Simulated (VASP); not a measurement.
# CdSe in VASP: a series of runs, part 2 of 2

VASP 6.6.1. The steps go on from the part before.

## 3. Single point, r2SCAN (strain along [111] +4.0%)

The input, POSCAR:

```
CdSe
1.0
    0.0818074924      3.1495884574      3.1495884574
    3.1495884574      0.0818074924      3.1495884574
    3.1495884574      3.1495884574      0.0818074924
Cd Se
1 1
Direct
    0.0022999568      0.0022999568      0.0022999568
    0.2477000432      0.2477000432      0.2477000432
```

The input, INCAR.step1:

```
  PREC = Accurate
  ENCUT = 520
  ISMEAR = 0
  SIGMA = 0.01
  LREAL = False
  LASPH = True
  NELM = 100
  NBANDS = 16
  GGA = PE
  ALGO = Normal
  EDIFF = 1E-4
  LWAVE = True
  LCHARG = False
```

The input, INCAR.step2:

```
  PREC = Accurate
  ENCUT = 520
  EDIFF = 1E-7
  ISMEAR = 0
  SIGMA = 0.01
  LREAL = False
  LASPH = True
  NELM = 100
  ALGO = Normal
  ISIF = 2
  LWAVE = False
  LCHARG = False
  METAGGA = R2SCAN
  LMIXTAU = True
  NBANDS = 16
  ISTART = 1
```

The input, KPOINTS:

```
Automatic mesh
0
Gamma
  8 8 8
```

Potentials or basis: VASP PAW PBE potentials, release 64 (Cd, Se).

The run is started by

```
cat potpaw_PBE.64/Cd/POTCAR potpaw_PBE.64/Se/POTCAR > POTCAR
cp INCAR.step1 INCAR
mpirun -np 1 vasp_std > vasp.out
cp INCAR.step2 INCAR
mpirun -np 1 vasp_std > vasp.out
```

OUTCAR:

```text
PREC = Accurate
   ENCUT = 520
   EDIFF = 1E-7
   ISMEAR = 0
   LREAL = False
   LASPH = True
   NELM = 100
   ISIF = 2
   METAGGA = R2SCAN
   ISTART = 1

 ion  position               nearest neighbor table
   1  0.002  0.002  0.002-   2 2.69   2 2.69   2 2.69   2 2.71
   2  0.248  0.248  0.248-   1 2.69   1 2.69   1 2.69   1 2.71

  LATTYP: Found a trigonal (rhomboedric) cell.
 ALAT       =     4.4549419040
 COS(alpha) =     0.5257966616

  Lattice vectors:

 A1 = (   0.0818074924,   3.1495884574,   3.1495884574)
 A2 = (   3.1495884574,   0.0818074924,   3.1495884574)
[... 626 lines left out ...]
      4      -7.5400      2.00000
      5      -7.5032      2.00000
      6      -7.4683      2.00000
[... 8 lines left out ...]
     15      11.0086      0.00000
     16      11.9793      0.00000

 [... further k-points ...]
[... 5 lines left out ...]
  --------------------------------------------------------------------------------------
  -------------------------------------------------------------------------------------
  Total       -0.6441368     -0.6441368     -0.6441368     -0.2372843     -0.2372843     -0.2372843
  in kB      -17.1851109    -17.1851109    -17.1851109     -6.3305764     -6.3305764     -6.3305764
  external PRESSURE =     -17.1851109 kB  Pullay stress =       0.0000000 kB

 VOLUME and BASIS-vectors are now :
 -----------------------------------------------------------------------------
  energy-cutoff  :      520.00
  volume of cell :       60.05
      direct lattice vectors                 reciprocal lattice vectors
     0.081807492  3.149588457  3.149588457    -0.165073798  0.160894715  0.160894715
     3.149588457  0.081807492  3.149588457     0.160894715 -0.165073798  0.160894715
     3.149588457  3.149588457  0.081807492     0.160894715  0.160894715 -0.165073798

 POSITION                                       TOTAL-FORCE (eV/Angst)
 -----------------------------------------------------------------------------------
      0.01468      0.01468      0.01468         0.002423      0.002423      0.002423
      1.58057      1.58057      1.58057        -0.002423     -0.002423     -0.002423
 -----------------------------------------------------------------------------------
    total drift:                               -0.000016     -0.000016     -0.000016

  FREE ENERGIE OF THE ION-ELECTRON SYSTEM (eV)
  ---------------------------------------------------
  free  energy   TOTEN  =       -35.8954949295 eV

  energy  without entropy=      -35.8954949295  energy(sigma->0) =      -35.89549493
```

OUTCAR.step1:

```text
PREC = Accurate
   ENCUT = 520
   ISMEAR = 0
   LREAL = False
   LASPH = True
[... 679 lines left out ...]
      0.01468      0.01468      0.01468         0.004818      0.004818      0.004818
      1.58057      1.58057      1.58057        -0.004818     -0.004818     -0.004818
 -----------------------------------------------------------------------------------
    total drift:                               -0.000006     -0.000006     -0.000006

  FREE ENERGIE OF THE ION-ELECTRON SYSTEM (eV)
  ---------------------------------------------------
  free  energy   TOTEN  =        -5.4907737513 eV

  energy  without entropy=       -5.4907737513  energy(sigma->0) =       -5.49077375
```

Run time: 3.5 min. Hardware: 1 thread of Intel Xeon Platinum 8488C (Sapphire Rapids), shared host; peak memory 0.25 GiB.

What came out:

```
Free energy            : -35.8955 eV
Pressure               : -1.7 GPa
Largest force          : 0.004 eV/Å
Band gap on the k mesh : 0.87 eV, direct
```

Forces on the atoms (eV/Å):
```
Cd   0.002  0.002  0.002
Se  -0.002 -0.002 -0.002
```

Levels at points of the mesh, in eV from the valence-band top:
| k point | band 6 | band 7 | band 8 | band 9 | band 10 | band 11 | band 12 | band 13 |
| --- | --- | --- | --- | --- | --- | --- | --- | --- |
| (0.00, 0.00, 0.00) | -7.70 | -0.18 | 0.00 | 0.00 | 0.87 | 6.15 | 6.56 | 6.56 |
| (0.50, 0.00, 0.00) | -7.43 | -4.07 | -0.83 | -0.68 | 2.62 | 6.75 | 6.81 | 7.59 |
| (0.50, 0.50, 0.00) | -7.39 | -3.84 | -1.82 | -1.62 | 3.44 | 4.08 | 9.22 | 10.48 |
| (0.50, 0.50, 0.50) | -7.48 | -4.18 | -0.62 | -0.62 | 2.94 | 7.05 | 7.05 | 7.41 |

Caveat: the cell differs from its parent crystal (strain along [111] +4.0%); the PAW data sets were made with another functional, which shifts forces and pressure a little.

## 4. Single point, PBE

This run uses another cell than the first one, of 28.87 Å³/atom, 0.995 times its volume.

The input, INCAR:

```
ALGO     = Normal         # electronic algorithm
EDIFF    = 1E-6           # SCF threshold, eV
ENCUT    = 500            # plane-wave cutoff, eV
GGA      = PE             # functional
GGA_COMPAT= False        
ISIF     = 2              # what is computed and relaxed
ISMEAR   = 0              # smearing method
LASPH    = True           # aspherical terms in the spheres
LCHARG   = False          # write CHGCAR
LREAL    = False          # projectors in reciprocal space
LWAVE    = False          # write WAVECAR
NBANDS   = 16             # bands
NELM     = 120            # most SCF steps
PREC     = Accurate       # precision mode
SIGMA    = 0.01           # smearing width, eV
```

The input, KPOINTS:

```
k-points
0
Gamma
  4 4 4
```

The input, POSCAR:

```
CdSe
1.0
    0.0000000000      3.0677809650      3.0677809650
    3.0677809650      0.0000000000      3.0677809650
    3.0677809650      3.0677809650      0.0000000000
Cd Se
1 1
Direct
    0.0000000000      0.0000000000      0.0000000000
    0.2500000000      0.2500000000      0.2500000000
```

The run is started by

```
cat potpaw_PBE.64/Cd/POTCAR potpaw_PBE.64/Se/POTCAR > POTCAR
mpirun -np 1 vasp_std > vasp.out
```

Wall time 6.2 s (1 thread of AMD EPYC 7R13 (Zen 3), shared host); peak memory 0.14 GiB.

Results (log left out):

```
Free energy            : -5.4418 eV
Pressure               : 1.9 GPa
Band gap on the k mesh : 0.54 eV, direct
```

Levels at points of the mesh, in eV from the valence-band top:
```tsv
k point	band 5	band 6	band 7	band 8	band 9	band 10	band 11	band 12	band 13	band 14
(0.00, 0.00, 0.00)	-7.53	-7.53	0.00	0.00	0.00	0.54	5.91	5.91	5.91	9.67
(0.50, 0.00, 0.00)	-7.51	-7.26	-4.25	-0.71	-0.71	2.34	6.42	6.42	7.34	9.96
(0.50, 0.50, 0.00)	-7.48	-7.19	-3.98	-1.77	-1.77	3.17	3.72	8.99	10.05	10.05
```

Caveat: the k points lie up to 0.44 Å⁻¹ apart. PBE gaps usually lie below the measured ones, often by a third to a half.

## 5. Single point, PBE (strain +4.0%)

The input, INCAR:

```
SYSTEM = CdSe
ALGO = Normal
EDIFF = 1E-6
ENCUT = 500
GGA = PE
GGA_COMPAT = .False.
ISIF = 2
ISMEAR = 0
LASPH = .True.
LCHARG = .False.
LREAL = .False.
LWAVE = .False.
NBANDS = 16
NELM = 120
PREC = Accurate
SIGMA = 0.01
```

The input, KPOINTS:

```
k-points
0
Gamma
  4 4 4
  0 0 0
```

The input, POSCAR:

```
CdSe
1.0
    0.0000000000      3.1904922036      3.1904922036
    3.1904922036      0.0000000000      3.1904922036
    3.1904922036      3.1904922036      0.0000000000
Cd Se
1 1
Direct
    0.0000000000      0.0000000000      0.0000000000
    0.2500000000      0.2500000000      0.2500000000
```

The run is started by

```
cat potpaw_PBE.64/Cd/POTCAR potpaw_PBE.64/Se/POTCAR > POTCAR
mpirun -np 1 vasp_std > vasp.out
```

Run time: 8.7 s. Hardware: 1 thread of AMD EPYC 7R13 (Zen 3), shared host; peak memory 0.17 GiB.

Results (log left out):

```
Free energy            : -5.4060 eV
Pressure               : -2.9 GPa
Band gap on the k mesh : 0.29 eV, direct
```

Levels at points of the mesh, in eV from the valence-band top:
| k point | band 7 | band 8 | band 9 | band 10 | band 11 | band 12 |
| --- | --- | --- | --- | --- | --- | --- |
| (0.00, 0.00, 0.00) | 0.00 | 0.00 | 0.00 | 0.29 | 5.87 | 5.87 |
| (0.50, 0.00, 0.00) | -3.64 | -0.57 | -0.57 | 2.17 | 6.35 | 6.35 |
| (0.50, 0.50, 0.00) | -3.49 | -1.42 | -1.42 | 3.35 | 3.53 | 8.49 |

Caveat: the k points lie up to 0.43 Å⁻¹ apart; the cell differs from its parent crystal (strain +4.0%).

## 6. Summary

```tsv
level	cell	k mesh	cutoff (eV)	gap on the mesh (eV)	pressure (GPa)
r2SCAN	a = 4.331 Å, angles 60.4°, 2 atoms	8 × 8 × 8	520	0.99	-0.1
r2SCAN	a = 4.455 Å, angles 58.3°, 2 atoms	8 × 8 × 8	520	0.87	-1.7
PBE	a = 4.338 Å, angles 60.0°, 2 atoms	4 × 4 × 4	500	0.54	1.9
PBE	a = 4.512 Å, angles 60.0°, 2 atoms	4 × 4 × 4	500	0.29	-2.9
```

Alike in all rows: task single point; potentials or basis VASP PAW PBE potentials, release 64 (Cd, Se); no spin polarisation; smearing gaussian 0.01 eV.

Caveats: some runs use coarse meshes; the PAW data sets were made with another functional, which shifts forces and pressure a little (some runs).

Total energies depend on the potentials used, so only differences within one code and one set of settings carry meaning.
